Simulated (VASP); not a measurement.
# GaN (Imm2) in VASP: a series of runs

The runs below take GaN through single point, with PBE.

Program: VASP 6.6.1. These are calculated values, not measurements. Logs are shortened: lines on timing, memory, paths and dates and some standing lists are left out, and cuts for length are marked.

### Step 1. The cell of the first run

It takes space group Imm2 (No. 44, orthorhombic). Conventional cell: a = 3.120 Å, b = 3.313 Å, c = 4.548 Å, α = 90.00°, β = 90.00°, γ = 90.00°. Ga (site symmetry mm2) has 4 N at 1.93 to 2.01 Å within 2.6 Å. N (site symmetry mm2) has 4 Ga at 1.93 to 2.01 Å within 2.6 Å.

### Step 2. Single point, PBE (strain -0.0600 x Voigt [0, 0, 0, 1, 0, 0])

Contents of INCAR:

```
PREC = Accurate
ENCUT = 520
EDIFF = 1E-7
ISMEAR = 0
SIGMA = 0.05
LREAL = F
LASPH = T
NELM = 100
ALGO = Normal
ISIF = 2
LWAVE = F
LCHARG = F
GGA = PE
NBANDS = 16
```

Contents of KPOINTS:

```
Automatic mesh
0
Gamma
  10 10 10
```

Contents of POSCAR:

```
GaN
1.0
    0.0000000000      2.2060113327      2.2060113327
    2.2742384873     -0.0682271546      2.2742384873
    2.2742384873      2.2742384873     -0.0682271546
Ga N
1 1
Direct
    0.0000000000      0.0000000000      0.0000000000
    0.7500000000      0.7500000000      0.7500000000
```

Potentials or basis: VASP PAW PBE potentials, release 64 (Ga_d, N).

Launch:

```bash
cat potpaw_PBE.64/Ga_d/POTCAR potpaw_PBE.64/N/POTCAR > POTCAR
mpirun -np 1 vasp_std > vasp.out
```

OUTCAR:

```text
PREC = Accurate
   ENCUT = 520
   EDIFF = 1E-7
   ISMEAR = 0
   LREAL = F
   LASPH = T
   NELM = 100
   ISIF = 2
   GGA = PE

 ion  position               nearest neighbor table
   1  0.000  0.000  0.000-   2 1.93   2 1.93   2 2.01   2 2.01
   2  0.750  0.750  0.750-   1 1.93   1 1.93   1 2.01   1 2.01

  LATTYP: Found a body centered orthorhombic cell.
 ALAT       =     3.1197711455
 B/A-ratio  =     1.0618556701
 C/A-ratio  =     1.4579521261

  Lattice vectors:

 A1 = (  -2.2742384873,   0.0682271546,  -2.2742384873)
 A2 = (  -2.2742384873,  -0.0682271546,   2.2742384873)
 A3 = (   2.2742384873,   2.2742384873,  -0.0682271546)

Analysis of symmetry for initial positions (statically):
=====================================================================
 Subroutine PRICEL returns:
 Original cell was already a primitive cell.

 Routine SETGRP: Setting up the symmetry group for a
 body centered orthorhombic supercell.

 Subroutine GETGRP returns: Found  4 space group operations
 (whereof  4 operations were pure point group operations)
 out of a pool of  8 trial point group operations.

The static configuration has the point symmetry C_2v.

Analysis of symmetry for dynamics (positions and initial velocities):
=====================================================================
 Subroutine PRICEL returns:
 Original cell was already a primitive cell.

 Routine SETGRP: Setting up the symmetry group for a
 body centered orthorhombic supercell.

 Subroutine GETGRP returns: Found  4 space group operations
 (whereof  4 operations were pure point group operations)
 out of a pool of  8 trial point group operations.

The dynamic configuration has the point symmetry C_2v.

 Subroutine INISYM returns: Found  4 space group operations
 (whereof  4 operations are pure point group operations),
 and found     1 'primitive' translations

----------------------------------------------------------------------------------------

                                     Primitive cell

  volume of cell :      23.5043

  direct lattice vectors                    reciprocal lattice vectors
     0.000000000  2.206011333  2.206011333    -0.219853812  0.226653414  0.226653414
     2.274238487 -0.068227155  2.274238487     0.219853812 -0.213450303  0.213450303
     2.274238487  2.274238487 -0.068227155     0.219853812  0.213450303 -0.213450303

  length of vectors
     3.119771145  3.216982490  3.216982490     0.388689129  0.373440439  0.373440439

  position of ions in fractional coordinates (direct lattice)
     0.000000000  0.000000000  0.000000000
     0.750000000  0.750000000  0.750000000

  ion indices of the primitive-cell ions
   primitive index   ion index
                 1           1
                 2           2

----------------------------------------------------------------------------------------

 KPOINTS: Automatic mesh

Automatic generation of k-mesh.
 Grid dimensions read from file:
 generate k-points for:   10   10   10

 Generating k-lattice:

  Cartesian coordinates                     Fractional coordinates (reciprocal lattice)
    -0.021985381  0.022665341  0.022665341     0.100000000  0.000000000  0.000000000
     0.021985381 -0.021345030  0.021345030     0.000000000  0.100000000  0.000000000
     0.021985381  0.021345030 -0.021345030     0.000000000  0.000000000  0.100000000

  Length of vectors
     0.038868913  0.037344044  0.037344044

  Shift w.r.t. Gamma in fractional coordinates (k-lattice)
     0.000000000  0.000000000  0.000000000

 Subroutine IBZKPT returns following result:
 ===========================================

 Found    171 irreducible k-points:

 Following reciprocal coordinates:
            Coordinates               Weight
  0.000000  0.000000  0.000000      1.000000
  0.100000 -0.000000 -0.000000      4.000000
  0.200000 -0.000000 -0.000000      4.000000
  0.300000 -0.000000 -0.000000      4.000000
  0.400000  0.000000  0.000000      4.000000
  0.500000  0.000000  0.000000      2.000000
[... 16 lines left out ...]
[... 43 lines left out ...]
  free energy    TOTEN  =       -12.10698189 eV

  energy without entropy =      -12.10698189  energy(sigma->0) =      -12.10698189

 E-fermi :   5.3841     XC(G=0): -11.5246

 val. band max:        5.1159046263   @ k =   0.0000   0.0000   0.0000
 cond. band min:       6.4893068949   @ k =   0.0000   0.0000   0.0000
 fundamental gap:      1.3734022686
 Fermi energy:         5.3840933560

 k-point     1 :       0.0000    0.0000    0.0000
  band No.  band energies     occupation
      1     -10.7317      2.00000
      2      -8.4349      2.00000
      3      -8.4300      2.00000
      4      -8.4300      2.00000
      5      -8.1383      2.00000
      6      -8.1370      2.00000
[... 8 lines left out ...]
     15      23.2835      0.00000
     16      23.7907      0.00000

 k-point     2 :       0.1000   -0.0000   -0.0000
  band No.  band energies     occupation
      1     -10.6217      2.00000
      2      -8.4215      2.00000
      3      -8.4161      2.00000
      4      -8.3874      2.00000
      5      -8.1399      2.00000
      6      -8.1395      2.00000
[... 8 lines left out ...]
     15      22.0071      0.00000
     16      22.6429      0.00000

 k-point     3 :       0.2000   -0.0000   -0.0000
  band No.  band energies     occupation
      1     -10.3508      2.00000
      2      -8.3845      2.00000
      3      -8.3839      2.00000
      4      -8.2170      2.00000
      5      -8.1423      2.00000
      6      -8.1351      2.00000
[... 8 lines left out ...]
     15      21.0938      0.00000
     16      21.8006      0.00000

 k-point     4 :       0.3000   -0.0000   -0.0000
  band No.  band energies     occupation
      1     -10.0802      2.00000
      2      -8.3583      2.00000
      3      -8.3513      2.00000
      4      -8.1313      2.00000
      5      -8.1224      2.00000
      6      -7.7850      2.00000
[... 8 lines left out ...]
     15      21.4473      0.00000
     16      22.4072      0.00000
[... 324 lines left out ...]
 k-point    22 :       0.5000    0.2000   -0.0000
  band No.  band energies     occupation
      1      -9.8362      2.00000
      2      -8.3319      2.00000
      3      -8.2756      2.00000
      4      -8.1703      2.00000
      5      -8.0796      2.00000
      6      -6.6812      2.00000
[... 8 lines left out ...]
     15      24.4307      0.00000
     16      25.4924      0.00000

 k-point    23 :      -0.4000    0.2000   -0.0000
  band No.  band energies     occupation
      1      -9.8326      2.00000
      2      -8.3376      2.00000
      3      -8.2820      2.00000
      4      -8.1433      2.00000
      5      -8.1040      2.00000
      6      -6.5783      2.00000
[... 8 lines left out ...]
     15      23.5827      0.00000
     16      24.6530      0.00000

 k-point    24 :      -0.3000    0.2000    0.0000
  band No.  band energies     occupation
      1      -9.8882      2.00000
      2      -8.3402      2.00000
      3      -8.2988      2.00000
      4      -8.1433      2.00000
      5      -8.1364      2.00000
      6      -7.0672      2.00000
[... 8 lines left out ...]
     15      21.9991      0.00000
     16      25.0687      0.00000

 [... further k-points ...]
[... 5 lines left out ...]
  --------------------------------------------------------------------------------------
  -------------------------------------------------------------------------------------
  Total        0.0964220      0.1575479      0.1575479     -0.0000000      1.5523736      0.0000000
  in kB        6.5726371     10.7393056     10.7393056     -0.0000000    105.8180784      0.0000000
  external PRESSURE =       9.3504161 kB  Pullay stress =       0.0000000 kB

 VOLUME and BASIS-vectors are now :
 -----------------------------------------------------------------------------
  energy-cutoff  :      520.00
  volume of cell :       23.50
      direct lattice vectors                 reciprocal lattice vectors
     0.000000000  2.206011333  2.206011333    -0.219853812  0.226653414  0.226653414
     2.274238487 -0.068227155  2.274238487     0.219853812 -0.213450303  0.213450303
     2.274238487  2.274238487 -0.068227155     0.219853812  0.213450303 -0.213450303

 POSITION                                       TOTAL-FORCE (eV/Angst)
 -----------------------------------------------------------------------------------
      0.00000      0.00000      0.00000         0.429062     -0.000000     -0.000000
      3.41136      3.30902      3.30902        -0.429062      0.000000      0.000000
 -----------------------------------------------------------------------------------
    total drift:                               -0.000129     -0.000003     -0.000002

  FREE ENERGIE OF THE ION-ELECTRON SYSTEM (eV)
  ---------------------------------------------------
  free  energy   TOTEN  =       -12.1069818946 eV

  energy  without entropy=      -12.1069818946  energy(sigma->0) =      -12.10698189
```

It took 38 s on 1 thread of Intel Xeon 6975P-C (Granite Rapids), shared host; peak memory 0.19 GiB.

Results:

| Property | Result |
| --- | --- |
| Free energy | -12.1070 eV |
| Pressure | 0.9 GPa |
| Largest force | 0.429 eV/Å |
| Band gap on the k mesh | 1.37 eV, direct |

Forces on the atoms (eV/Å):
```
Ga   0.429  0.000  0.000
N   -0.429  0.000  0.000
```

Stress tensor (GPa, compression positive):
```
 0.66  0.00  0.00
 0.00  1.07 10.58
 0.00 10.58  1.07
```

Levels at points of the mesh, in eV from the valence-band top:
```csv
k point,band 6,band 7,band 8,band 9,band 10,band 11,band 12,band 13
"(0.00, 0.00, 0.00)",-13.25,-0.22,-0.14,0.00,1.37,9.32,10.11,10.76
"(0.50, 0.00, 0.00)",-11.88,-6.94,-1.18,-1.18,4.09,8.55,9.58,10.18
"(0.00, 0.50, 0.00)",-12.12,-7.02,-0.95,-0.89,4.55,8.29,10.17,10.70
"(0.50, 0.50, 0.00)",-11.56,-6.13,-2.73,-2.72,3.23,6.38,11.27,13.53
"(0.00, 0.50, 0.50)",-11.59,-6.14,-3.07,-2.36,3.10,6.56,11.40,13.23
```

Caveat: the cell differs from its parent crystal (strain -0.0600 x Voigt [0, 0, 0, 1, 0, 0]).

### Step 3. Single point, PBE (strain +0.0450 x Voigt [0, 0, 0, 1, 0, 0])

Contents of INCAR:

```
SYSTEM = GaN
  PREC = Accurate
  ENCUT = 520
  EDIFF = 1E-6
  ISMEAR = 0
  SIGMA = 0.05
  LREAL = .False.
  LASPH = .True.
  NELM = 100
  ALGO = Normal
  ISIF = 2
  LWAVE = .False.
  LCHARG = .True.
  GGA = PE
  LELF = .True.
  LVHAR = .True.
  NBANDS = 16
```

Contents of KPOINTS:

```
Automatic mesh
0
Gamma
  10 10 10
  0 0 0
```

Contents of POSCAR:

```
GaN
1.0
    0.0000000000      2.3254088533      2.3254088533
    2.2742384873      0.0511703660      2.2742384873
    2.2742384873      2.2742384873      0.0511703660
Ga N
1 1
Direct
    0.0000000000      0.0000000000      0.0000000000
    0.7500000000      0.7500000000      0.7500000000
```

Potentials or basis: VASP PAW PBE potentials, release 64 (Ga_d, N).

Launch:

```bash
cat potpaw_PBE.64/Ga_d/POTCAR potpaw_PBE.64/N/POTCAR > POTCAR
mpirun -np 1 vasp_std > vasp.out
```

Run time: 30 s. Hardware: 1 thread of Intel Xeon 6975P-C (Granite Rapids), shared host; peak memory 0.18 GiB.

The run converged. Its results:

```yaml
Free_energy: -12.1274 eV
Pressure: 0.6 GPa
Largest_force: 0.320 eV/Å
Band_gap_on_the_k_mesh: 1.43 eV, direct
```

Forces in eV/Å, atoms in the order of the input:
```
Ga  -0.320  0.000  0.000
N    0.320  0.000  0.000
```

Stress tensor (GPa, compression positive):
```
 0.43  0.00  0.00
 0.00  0.66 -7.92
 0.00 -7.92  0.66
```

Levels at points of the mesh, in eV from the valence-band top:
```
           k point  band 6  band 7  band 8  band 9  band 10  band 11  band 12  band 13
(0.00, 0.00, 0.00)  -13.22   -0.17   -0.10    0.00     1.43     9.52    10.10    10.59
(0.50, 0.00, 0.00)  -12.06   -6.98   -0.94   -0.90     4.53     8.37    10.17    10.58
(0.00, 0.50, 0.00)  -11.88   -6.92   -1.12   -1.11     4.18     8.57     9.74    10.18
(0.50, 0.50, 0.00)  -11.53   -6.10   -2.69   -2.69     3.26     6.41    11.36    13.57
(0.00, 0.50, 0.50)  -11.55   -6.10   -2.95   -2.43     3.19     6.51    11.43    13.34
```

Caveat: the cell differs from its parent crystal (strain +0.0450 x Voigt [0, 0, 0, 1, 0, 0]).

### Step 4. Single point, PBE (strain +0.0525 x Voigt [0, 0, 0, 1, 0, 0])

Contents of INCAR:

```
ALGO = Normal
EDIFF = 1E-6
ENCUT = 520
GGA = PE
ISIF = 2
ISMEAR = 0
LASPH = T
LCHARG = F
LREAL = F
LWAVE = F
NBANDS = 16
NELM = 60
PREC = Accurate
SIGMA = 0.05
```

Contents of KPOINTS:

```
k-points
0
Gamma
  10 10 10
```

Contents of POSCAR:

```
GaN
1.0
    0.0000000000      2.3339372476      2.3339372476
    2.2742384873      0.0596987603      2.2742384873
    2.2742384873      2.2742384873      0.0596987603
Ga N
1 1
Direct
    0.0000000000      0.0000000000      0.0000000000
    0.7500000000      0.7500000000      0.7500000000
```

Launch:

```bash
cat potpaw_PBE.64/Ga_d/POTCAR potpaw_PBE.64/N/POTCAR > POTCAR
mpirun -np 1 vasp_std > vasp.out
```

Run time: 50 s. Hardware: 1 thread of Intel Xeon 6975P-C (Granite Rapids), shared host; peak memory 0.19 GiB.

The run converged. Its results:

- Free energy: -12.1179 eV
- Pressure: 0.8 GPa
- Largest force: 0.374 eV/Å
- Band gap on the k mesh: 1.40 eV, direct

Forces in eV/Å, atoms in the order of the input:
```
Ga  -0.374  0.000  0.000
N    0.374  0.000  0.000
```

Stress tensor (GPa, compression positive):
```
 0.55  0.00  0.00
 0.00  0.87 -9.25
 0.00 -9.25  0.87
```

Levels at points of the mesh, in eV from the valence-band top:
```tsv
k point	band 6	band 7	band 8	band 9	band 10	band 11	band 12	band 13
(0.00, 0.00, 0.00)	-13.24	-0.19	-0.12	0.00	1.40	9.42	10.10	10.67
(0.50, 0.00, 0.00)	-12.09	-7.00	-0.94	-0.90	4.54	8.33	10.17	10.64
(0.00, 0.50, 0.00)	-11.88	-6.93	-1.15	-1.15	4.14	8.56	9.66	10.18
(0.50, 0.50, 0.00)	-11.55	-6.11	-2.71	-2.70	3.25	6.39	11.32	13.55
(0.00, 0.50, 0.50)	-11.57	-6.12	-3.01	-2.39	3.15	6.54	11.41	13.28
```

Caveat: the cell differs from its parent crystal (strain +0.0525 x Voigt [0, 0, 0, 1, 0, 0]).

### Step 5. Single point, PBE (strain -0.0300 x Voigt [0, 0, 0, 1, 0, 0])

Contents of INCAR:

```
SYSTEM = GaN
PREC = Accurate ; ENCUT = 520
EDIFF = 1E-6 ; ISMEAR = 0
SIGMA = 0.05 ; LREAL = .False.
LASPH = .True. ; NELM = 60
ALGO = Normal ; ISIF = 2
LWAVE = .False. ; LCHARG = .False.
GGA = PE ; NBANDS = 16
```

Contents of KPOINTS:

```
regular mesh
0
Gamma
  10 10 10
  0 0 0
```

Contents of POSCAR:

```
GaN
1.0
    0.0000000000      2.2401249100      2.2401249100
    2.2742384873     -0.0341135773      2.2742384873
    2.2742384873      2.2742384873     -0.0341135773
Ga N
1 1
Direct
    0.0000000000      0.0000000000      0.0000000000
    0.7500000000      0.7500000000      0.7500000000
```

Launch:

```bash
cat potpaw_PBE.64/Ga_d/POTCAR potpaw_PBE.64/N/POTCAR > POTCAR
mpirun -np 1 vasp_std > vasp.out
```

It took 38 s on 1 thread of Intel Xeon 6975P-C (Granite Rapids), shared host; peak memory 0.18 GiB.

Results (log left out):

| Quantity | Value |
| --- | --- |
| Free energy | -12.1419 eV |
| Pressure | 0.3 GPa |
| Largest force | 0.212 eV/Å |
| Band gap on the k mesh | 1.48 eV, direct |

Forces in eV/Å, atoms in the order of the input:
```
Ga   0.212  0.000  0.000
N   -0.212  0.000  0.000
```

Stress tensor (GPa, compression positive):
```
0.25 0.00 0.00
0.00 0.35 5.27
0.00 5.27 0.35
```

Levels at points of the mesh, in eV from the valence-band top:
```csv
k point,band 6,band 7,band 8,band 9,band 10,band 11,band 12,band 13
"(0.00, 0.00, 0.00)",-13.19,-0.11,-0.06,0.00,1.48,9.72,10.10,10.44
"(0.50, 0.00, 0.00)",-11.88,-6.90,-1.06,-1.05,4.27,8.58,9.90,10.19
"(0.00, 0.50, 0.00)",-12.00,-6.94,-0.94,-0.91,4.51,8.45,10.18,10.46
"(0.50, 0.50, 0.00)",-11.51,-6.07,-2.66,-2.66,3.29,6.44,11.43,13.61
"(0.00, 0.50, 0.50)",-11.51,-6.07,-2.84,-2.49,3.26,6.49,11.46,13.45
```

Caveat: the cell differs from its parent crystal (strain -0.0300 x Voigt [0, 0, 0, 1, 0, 0]).

### Step 6. Single point, PBE (strain +0.0150 x Voigt [0, 0, 0, 1, 0, 0])

Contents of INCAR:

```
PREC = Accurate
ENCUT = 520
EDIFF = 1E-6
ISMEAR = 0
SIGMA = 0.05
LREAL = False
LASPH = True
NELM = 100
ALGO = Normal
ISIF = 2
LWAVE = False
LCHARG = False
GGA = PE
NBANDS = 16
```

Contents of KPOINTS:

```
Automatic mesh
0
Gamma
  10 10 10
```

Contents of POSCAR:

```
GaN
1.0
    0.0000000000      2.2912952760      2.2912952760
    2.2742384873      0.0170567887      2.2742384873
    2.2742384873      2.2742384873      0.0170567887
Ga N
1 1
Direct
    0.0000000000      0.0000000000      0.0000000000
    0.7500000000      0.7500000000      0.7500000000
```

Potentials or basis: VASP PAW PBE potentials, release 64 (Ga_d, N).

Launch:

```bash
cat potpaw_PBE.64/Ga_d/POTCAR potpaw_PBE.64/N/POTCAR > POTCAR
mpirun -np 1 vasp_std > vasp.out
```

It took 32 s on 1 thread of Intel Xeon 6975P-C (Granite Rapids), shared host; peak memory 0.18 GiB.

It converged, with:

```yaml
Free_energy: -12.1507 eV
Pressure: 0.2 GPa
Largest_force: 0.106 eV/Å
Band_gap_on_the_k_mesh: 1.52 eV, direct
```

Forces on the atoms (eV/Å):
```
Ga  -0.106  0.000  0.000
N    0.106  0.000  0.000
```

Stress tensor (GPa, compression positive):
```
 0.14  0.00  0.00
 0.00  0.17 -2.63
 0.00 -2.63  0.17
```

Levels at points of the mesh, in eV from the valence-band top:
| k point | band 7 | band 8 | band 9 | band 10 | band 11 | band 12 |
| --- | --- | --- | --- | --- | --- | --- |
| (0.00, 0.00, 0.00) | -0.06 | -0.03 | 0.00 | 1.52 | 9.93 | 10.11 |
| (0.50, 0.00, 0.00) | -6.90 | -0.93 | -0.93 | 4.48 | 8.52 | 10.20 |
| (0.00, 0.50, 0.00) | -6.88 | -1.00 | -0.99 | 4.36 | 8.59 | 10.06 |
| (0.50, 0.50, 0.00) | -6.04 | -2.63 | -2.63 | 3.32 | 6.47 | 11.48 |
| (0.00, 0.50, 0.50) | -6.04 | -2.72 | -2.55 | 3.31 | 6.48 | 11.49 |

Caveat: the cell differs from its parent crystal (strain +0.0150 x Voigt [0, 0, 0, 1, 0, 0]).

### Step 7. Overview

```csv
cell,gap on the mesh (eV),pressure (GPa),largest force (eV/Å)
"a = 3.120, b = 3.217, c = 3.217 Å, angles 62.0, 61.0, 61.0°, 2 atoms",1.37,0.9,0.43
"a = 3.289, b = 3.217, c = 3.217 Å, angles 58.5, 59.3, 59.3°, 2 atoms",1.43,0.6,0.32
"a = 3.301, b = 3.217, c = 3.217 Å, angles 58.3, 59.1, 59.1°, 2 atoms",1.40,0.8,0.37
"a = 3.168, b = 3.216, c = 3.216 Å, angles 61.0, 60.5, 60.5°, 2 atoms",1.48,0.3,0.21
"a = 3.240, b = 3.216, c = 3.216 Å, angles 59.5, 59.8, 59.8°, 2 atoms",1.52,0.2,0.11
```

Alike in all rows: task single point; level PBE; potentials or basis VASP PAW PBE potentials, release 64 (Ga_d, N); no spin polarisation; k mesh 10 × 10 × 10; cutoff (eV) 520; smearing gaussian 0.05 eV.

Total energies depend on the potentials used, so only differences within one code and one set of settings carry meaning.
